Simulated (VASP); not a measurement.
# NiSb (P6_3/mmc) in VASP: settings compared

Aim: see how the results for NiSb move with the level of theory and the settings. Levels: PBE+U, PBE. Tasks: single point, relaxation of the atoms.

Everything below comes from runs of VASP 6.6.1. Logs are shortened: lines on timing, memory, paths and dates and some standing lists are left out, and cuts for length are marked.

## 1. The cell of the first run

The structure is hexagonal, space group P6_3/mmc (No. 194). The conventional cell has a = 3.940 Å, b = 3.940 Å, c = 5.140 Å, α = 90.00°, β = 90.00°, γ = 120.00°. Ni (site symmetry -3m) has 2 Ni at 2.57 Å and 6 Sb at 2.61 Å within 3.4 Å. Within 3.5 Å of Sb (site symmetry -6m2) lie 6 Ni at 2.61 Å and 6 Sb at 3.43 Å.

## 2. Single point, PBE+U

Contents of INCAR:

```
SYSTEM = NiSb
ALGO     = Normal         ! electronic algorithm
EDIFF    = 1E-7           ! SCF threshold, eV
ENCUT    = 520            ! plane-wave cutoff, eV
GGA      = PE             ! functional
ISIF     = 2              ! what is computed and relaxed
ISMEAR   = 0              ! smearing method
LASPH    = .True.         ! aspherical terms in the spheres
LCHARG   = .False.        ! write CHGCAR
LDAU     = .True.         ! DFT+U
LDAUJ    = 0 0          
LDAUL    = 2 -1           ! shell
LDAUPRINT= 1            
LDAUTYPE = 2            
LDAUU    = 7.7 0          ! U, eV
LMAXMIX  = 4              ! l up to which the mixer works
LREAL    = .False.        ! projectors in reciprocal space
LWAVE    = .False.        ! write WAVECAR
NBANDS   = 23             ! bands
NELM     = 150            ! most SCF steps
PREC     = Accurate       ! precision mode
SIGMA    = 0.1            ! smearing width, eV
```

Contents of KPOINTS:

```
k-points
0
Gamma
  6 6 4
  0 0 0
```

Contents of POSCAR:

```
NiSb
1.0
    3.9399999606      0.0000000000      0.0000000000
   -1.9699999803      3.4121400568      0.0000000000
    0.0000000000      0.0000000000      5.1400000000
Ni Sb
2 2
Direct
    0.0000000000      0.0000000000      0.0000000000
    0.0000000000      0.0000000000      0.5000000000
    0.3333333333      0.6666666667      0.2500000000
    0.6666666667      0.3333333333      0.7500000000
```

Potentials or basis: VASP PAW PBE potentials, release 64 (Ni, Sb).

Run with:

```bash
$ cat potpaw_PBE.64/Ni/POTCAR potpaw_PBE.64/Sb/POTCAR > POTCAR
$ mpirun -np 1 vasp_std > vasp.out
```

OUTCAR:

```text
SYSTEM = NiSb
   EDIFF = 1E-7
   ENCUT = 520
   GGA = PE
   ISIF = 2
   ISMEAR = 0
   LASPH = .True.
   LREAL = .False.
   NELM = 150
   PREC = Accurate

 ion  position               nearest neighbor table
   1  0.000  0.000  0.000-   2 2.57   2 2.57   4 2.61   3 2.61   4 2.61   3 2.61   4 2.61   3 2.61

   2  0.000  0.000  0.500-   1 2.57   1 2.57   4 2.61   3 2.61   4 2.61   3 2.61   4 2.61   3 2.61

   3  0.333  0.667  0.250-   1 2.61   2 2.61   1 2.61   2 2.61   1 2.61   2 2.61   4 3.43   4 3.43
                             4 3.43   4 3.43   4 3.43   4 3.43
   4  0.667  0.333  0.750-   1 2.61   2 2.61   1 2.61   2 2.61   1 2.61   2 2.61   3 3.43   3 3.43
                             3 3.43   3 3.43   3 3.43   3 3.43

  LATTYP: Found a hexagonal cell.
 ALAT       =     3.9399999606
 C/A-ratio  =     1.3045685410

  Lattice vectors:

 A1 = (   3.9399999606,   0.0000000000,   0.0000000000)
 A2 = (  -1.9699999803,   3.4121400568,   0.0000000000)
 A3 = (   0.0000000000,   0.0000000000,   5.1400000000)

Analysis of symmetry for initial positions (statically):
=====================================================================
 Subroutine PRICEL returns:
 Original cell was already a primitive cell.

 Routine SETGRP: Setting up the symmetry group for a
 hexagonal supercell.

 Subroutine GETGRP returns: Found 24 space group operations
 (whereof 12 operations were pure point group operations)
 out of a pool of 24 trial point group operations.

The static configuration has the point symmetry D_3d.
 The point group associated with its full space group is D_6h.

Analysis of symmetry for dynamics (positions and initial velocities):
=====================================================================
 Subroutine PRICEL returns:
 Original cell was already a primitive cell.

 Routine SETGRP: Setting up the symmetry group for a
 hexagonal supercell.

 Subroutine GETGRP returns: Found 24 space group operations
 (whereof 12 operations were pure point group operations)
 out of a pool of 24 trial point group operations.

The dynamic configuration has the point symmetry D_3d.
 The point group associated with its full space group is D_6h.

 Subroutine INISYM returns: Found 24 space group operations
 (whereof 12 operations are pure point group operations),
 and found     1 'primitive' translations

----------------------------------------------------------------------------------------

                                     Primitive cell

  volume of cell :      69.1013

  direct lattice vectors                    reciprocal lattice vectors
     3.939999961  0.000000000  0.000000000     0.253807109  0.146535603  0.000000000
    -1.969999980  3.412140057  0.000000000     0.000000000  0.293071206  0.000000000
     0.000000000  0.000000000  5.140000000     0.000000000  0.000000000  0.194552529

  length of vectors
     3.939999961  3.939999961  5.140000000     0.293071206  0.293071206  0.194552529

  position of ions in fractional coordinates (direct lattice)
     0.000000000  0.000000000  0.000000000
     0.000000000  0.000000000  0.500000000
     0.333333333  0.666666667  0.250000000
     0.666666667  0.333333333  0.750000000

  ion indices of the primitive-cell ions
   primitive index   ion index
                 1           1
                 2           2
                 3           3
                 4           4

----------------------------------------------------------------------------------------

 KPOINTS: k-points

Automatic generation of k-mesh.
 Grid dimensions read from file:
 generate k-points for:    6    6    4

 Generating k-lattice:

  Cartesian coordinates                     Fractional coordinates (reciprocal lattice)
     0.042301185  0.024422600  0.000000000     0.166666667  0.000000000  0.000000000
     0.000000000  0.048845201  0.000000000     0.000000000  0.166666667  0.000000000
     0.000000000  0.000000000  0.048638132     0.000000000  0.000000000  0.250000000

[... 63 lines left out ...]
   NELECT =      30.0000    total number of electrons
   NUPDOWN=      -1.0000    fix difference up-down
   EMIN   =  10.00;   EMAX   =-10.00  energy-range for DOS
   EFERMI =   0.00;   METHOD = LEGACY
   ISMEAR =     0;   SIGMA  =   0.10  broadening in eV -4-tet -1-fermi 0-gaus
   EFERMI_NEDOS =   21; number of points for ismear=-14 and -15
   IALGO  =     38    algorithm
   IMIX   =      4    mixing-type and parameters
     AMIX     =   0.40;   BMIX     =  1.00
     AMIX_MAG =   1.60;   BMIX_MAG =  1.00
  volume/ion in A,a.u.               =      17.28       116.58
  Fermi-wavevector in a.u.,A,eV,Ry     =   1.239614  2.342531 20.907300  1.536643
  Thomas-Fermi vector in A             =   2.374090
   LORBIT       =      0    0 simple, 1 ext, 2 COOP (PROOUT), +10 PAW based schemes
 LDA+U is selected, type is set to LDAUTYPE =  2
   angular momentum for each species LDAUL =     2   -1
   U (eV)           for each species LDAUU =   7.7  0.0
   J (eV)           for each species LDAUJ =   0.0  0.0
   GGA     = PE    functional components
   LHFCALC =     F    Hartree Fock is set to
   AEXX    =    0.0000 exact exchange contribution
   IVDW    =     0    specifies the selected vdW correction
   LEPSILON=     F    determine dielectric tensor
   LRPA    =     F    only Hartree local field effects (RPA)
 non-spin polarized calculation
 Gauss-broadening in eV      SIGMA  =   0.10
  energy-cutoff  :      520.00
  volume of cell :       69.10
 maximum number of plane-waves:      1892
 NGX is ok and might be reduce to    30
   NGX = 15   NGY = 15   NGZ = 19

atom =   1  type =  1  l = 2

 onsite density matrix

spin component  1

  0.8917 -0.0000 -0.0000  0.0499  0.0000
 -0.0000  0.8789  0.0000  0.0000  0.0499
 -0.0000  0.0000  0.9231 -0.0000  0.0000
  0.0499  0.0000 -0.0000  0.8789  0.0000
  0.0000  0.0499  0.0000  0.0000  0.8917

spin component  2

  0.8917 -0.0000 -0.0000  0.0499  0.0000
 -0.0000  0.8789  0.0000  0.0000  0.0499
 -0.0000  0.0000  0.9231 -0.0000  0.0000
  0.0499  0.0000 -0.0000  0.8789  0.0000
  0.0000  0.0499  0.0000  0.0000  0.8917

 occupancies and eigenvectors

  o =  0.8350  v = -0.6606  0.0000  0.0000  0.7507 -0.0000  0.0000  0.0000  0.0000  0.0000  0.0000      0.0000  0.0000  0.0000  0.0000  0.0000  0.0000  0.0000  0.0000  0.0000  0.0000
  o =  0.8350  v =  0.0000  0.0000  0.0000  0.0000  0.0000 -0.6606  0.0000  0.0000  0.7507 -0.0000      0.0000  0.0000  0.0000  0.0000  0.0000  0.0000  0.0000  0.0000  0.0000  0.0000
  o =  0.8350  v =  0.0000  0.7507  0.0000 -0.0000 -0.6606  0.0000  0.0000  0.0000  0.0000  0.0000      0.0000  0.0000  0.0000  0.0000  0.0000  0.0000  0.0000  0.0000  0.0000  0.0000
  o =  0.8350  v =  0.0000  0.0000  0.0000  0.0000  0.0000  0.0000  0.7507  0.0000 -0.0000 -0.6606      0.0000  0.0000  0.0000  0.0000  0.0000  0.0000  0.0000  0.0000  0.0000  0.0000
  o =  0.9231  v =  0.0000 -0.0000  1.0000  0.0000 -0.0000  0.0000  0.0000  0.0000  0.0000  0.0000      0.0000  0.0000  0.0000  0.0000  0.0000  0.0000  0.0000  0.0000  0.0000  0.0000
  o =  0.9231  v =  0.0000  0.0000  0.0000  0.0000  0.0000  0.0000 -0.0000  1.0000  0.0000 -0.0000      0.0000  0.0000  0.0000  0.0000  0.0000  0.0000  0.0000  0.0000  0.0000  0.0000
  o =  0.9356  v =  0.7507  0.0000  0.0000  0.6606  0.0000  0.0000  0.0000  0.0000  0.0000  0.0000      0.0000  0.0000  0.0000  0.0000  0.0000  0.0000  0.0000  0.0000  0.0000  0.0000
  o =  0.9356  v =  0.0000  0.0000  0.0000  0.0000  0.0000  0.7507  0.0000  0.0000  0.6606  0.0000      0.0000  0.0000  0.0000  0.0000  0.0000  0.0000  0.0000  0.0000  0.0000  0.0000
  o =  0.9356  v =  0.0000  0.0000  0.0000  0.0000  0.0000 -0.0000  0.6606  0.0000 -0.0000  0.7507      0.0000  0.0000  0.0000  0.0000  0.0000  0.0000  0.0000  0.0000  0.0000  0.0000
  o =  0.9356  v = -0.0000  0.6606  0.0000 -0.0000  0.7507  0.0000  0.0000  0.0000  0.0000  0.0000      0.0000  0.0000  0.0000  0.0000  0.0000  0.0000  0.0000  0.0000  0.0000  0.0000

atom =   2  type =  1  l = 2

 onsite density matrix

spin component  1

  0.8917  0.0000 -0.0000 -0.0499 -0.0000
  0.0000  0.8789 -0.0000  0.0000 -0.0499
 -0.0000 -0.0000  0.9231  0.0000  0.0000
 -0.0499  0.0000  0.0000  0.8789 -0.0000
 -0.0000 -0.0499  0.0000 -0.0000  0.8917

spin component  2

  0.8917  0.0000 -0.0000 -0.0499 -0.0000
  0.0000  0.8789 -0.0000  0.0000 -0.0499
 -0.0000 -0.0000  0.9231  0.0000  0.0000
 -0.0499  0.0000  0.0000  0.8789 -0.0000
 -0.0000 -0.0499  0.0000 -0.0000  0.8917

 occupancies and eigenvectors

  o =  0.8350  v =  0.6606 -0.0000  0.0000  0.7507 -0.0000  0.0000  0.0000  0.0000  0.0000  0.0000      0.0000  0.0000  0.0000  0.0000  0.0000  0.0000  0.0000  0.0000  0.0000  0.0000
  o =  0.8350  v =  0.0000  0.0000  0.0000  0.0000  0.0000  0.6606 -0.0000  0.0000  0.7507 -0.0000      0.0000  0.0000  0.0000  0.0000  0.0000  0.0000  0.0000  0.0000  0.0000  0.0000
  o =  0.8350  v = -0.0000 -0.7507  0.0000 -0.0000 -0.6606  0.0000  0.0000  0.0000  0.0000  0.0000      0.0000  0.0000  0.0000  0.0000  0.0000  0.0000  0.0000  0.0000  0.0000  0.0000
  o =  0.8350  v =  0.0000  0.0000  0.0000  0.0000  0.0000 -0.0000 -0.7507  0.0000 -0.0000 -0.6606      0.0000  0.0000  0.0000  0.0000  0.0000  0.0000  0.0000  0.0000  0.0000  0.0000
  o =  0.9231  v =  0.0000  0.0000  0.0000  0.0000  0.0000  0.0000  0.0000  1.0000 -0.0000 -0.0000      0.0000  0.0000  0.0000  0.0000  0.0000  0.0000  0.0000  0.0000  0.0000  0.0000
  o =  0.9231  v =  0.0000  0.0000  1.0000 -0.0000 -0.0000  0.0000  0.0000  0.0000  0.0000  0.0000      0.0000  0.0000  0.0000  0.0000  0.0000  0.0000  0.0000  0.0000  0.0000  0.0000
  o =  0.9356  v =  0.7507  0.0000 -0.0000 -0.6606 -0.0000  0.0000  0.0000  0.0000  0.0000  0.0000      0.0000  0.0000  0.0000  0.0000  0.0000  0.0000  0.0000  0.0000  0.0000  0.0000
  o =  0.9356  v =  0.0000  0.0000  0.0000  0.0000  0.0000  0.7507  0.0000 -0.0000 -0.6606 -0.0000      0.0000  0.0000  0.0000  0.0000  0.0000  0.0000  0.0000  0.0000  0.0000  0.0000
  o =  0.9356  v = -0.0000  0.6606 -0.0000  0.0000 -0.7507  0.0000  0.0000  0.0000  0.0000  0.0000      0.0000  0.0000  0.0000  0.0000  0.0000  0.0000  0.0000  0.0000  0.0000  0.0000
  o =  0.9356  v =  0.0000  0.0000  0.0000  0.0000  0.0000 -0.0000  0.6606 -0.0000  0.0000 -0.7507      0.0000  0.0000  0.0000  0.0000  0.0000  0.0000  0.0000  0.0000  0.0000  0.0000

 number of electron      30.0000031 magnetization

 Free energy of the ion-electron system (eV)
  ---------------------------------------------------
  ext. energy  EPLUGINS =         0.00000000
  ---------------------------------------------------
  free energy    TOTEN  =       -11.72293970 eV

  energy without entropy =      -11.70893209  energy(sigma->0) =      -11.71593590

 E-fermi :   9.4133     XC(G=0): -11.4157

 val. band max:        9.4061777288   @ k =   0.3333  -0.0000   0.2500
 cond. band min:       9.4899903887   @ k =   0.3333   0.1667   0.2500
 fundamental gap:      0.0838126598
 Fermi energy:         9.4133269218

 k-point     1 :       0.0000    0.0000    0.0000
  band No.  band energies     occupation
      1      -3.1042      2.00000
      2       1.3294      2.00000
      3       3.3899      2.00000
      4       5.1408      2.00000
      5       5.1408      2.00000
      6       5.3051      2.00000
[... 535 lines left out ...]
     22      17.7357      0.00000
     23      18.1146      0.00000

------------------------ aborting loop because EDIFF is reached ----------------------------------------

  FORCE on cell =-STRESS in cart. coord.  units (eV):
  Direction    XX          YY          ZZ          XY          YZ          ZX
  --------------------------------------------------------------------------------------
  -------------------------------------------------------------------------------------
  Total       -2.1352195     -2.1352195     -1.2460751     -0.0000000      0.0000000      0.0000000
  in kB      -49.5070355    -49.5070355    -28.8914012     -0.0000000      0.0000000      0.0000000
  external PRESSURE =     -42.6351574 kB  Pullay stress =       0.0000000 kB

 VOLUME and BASIS-vectors are now :
 -----------------------------------------------------------------------------
  energy-cutoff  :      520.00
  volume of cell :       69.10
      direct lattice vectors                 reciprocal lattice vectors
     3.939999961  0.000000000  0.000000000     0.253807109  0.146535603  0.000000000
    -1.969999980  3.412140057  0.000000000     0.000000000  0.293071206  0.000000000
     0.000000000  0.000000000  5.140000000     0.000000000  0.000000000  0.194552529

 POSITION                                       TOTAL-FORCE (eV/Angst)
 -----------------------------------------------------------------------------------
      0.00000      0.00000      0.00000         0.000000      0.000000     -0.000000
      0.00000      0.00000      2.57000         0.000000      0.000000     -0.000000
     -0.00000      2.27476      1.28500         0.000000      0.000000      0.000000
      1.97000      1.13738      3.85500        -0.000000     -0.000000     -0.000000
 -----------------------------------------------------------------------------------
    total drift:                               -0.000000     -0.000000     -0.000000

  FREE ENERGIE OF THE ION-ELECTRON SYSTEM (eV)
  ---------------------------------------------------
  free  energy   TOTEN  =       -11.7229397037 eV

  energy  without entropy=      -11.7089320930  energy(sigma->0) =      -11.71593590
```

It took 24 s on 1 thread of AMD EPYC 9R45 (Zen 5), shared host; peak memory 0.16 GiB.

Results:

- Free energy: -11.7229 eV
- Pressure: -4.3 GPa
- Band gap on the k mesh: zero (bands 15 and 16 overlap by 4.01 eV)

Stress tensor (GPa, compression positive):
```
-4.95  0.00  0.00
 0.00 -4.95  0.00
 0.00  0.00 -2.89
```

Eigenvalues of the final occupation matrices:
| site | spin | trace | eigenvalues |
| --- | --- | --- | --- |
| site 1 d | 1 | 4.46 | 0.83 0.83 0.92 0.94 0.94 |
| site 1 d | 2 | 4.46 | 0.83 0.83 0.92 0.94 0.94 |
| site 2 d | 1 | 4.46 | 0.83 0.83 0.92 0.94 0.94 |
| site 2 d | 2 | 4.46 | 0.83 0.83 0.92 0.94 0.94 |

Caveat: the cell stands under tension; spin-orbit coupling is left out, which moves the levels of the heavy elements; U without spin polarisation on a metal has little footing; the U is typed as a test and isn't derived for this compound.

(Continued in part 2 of 2.)
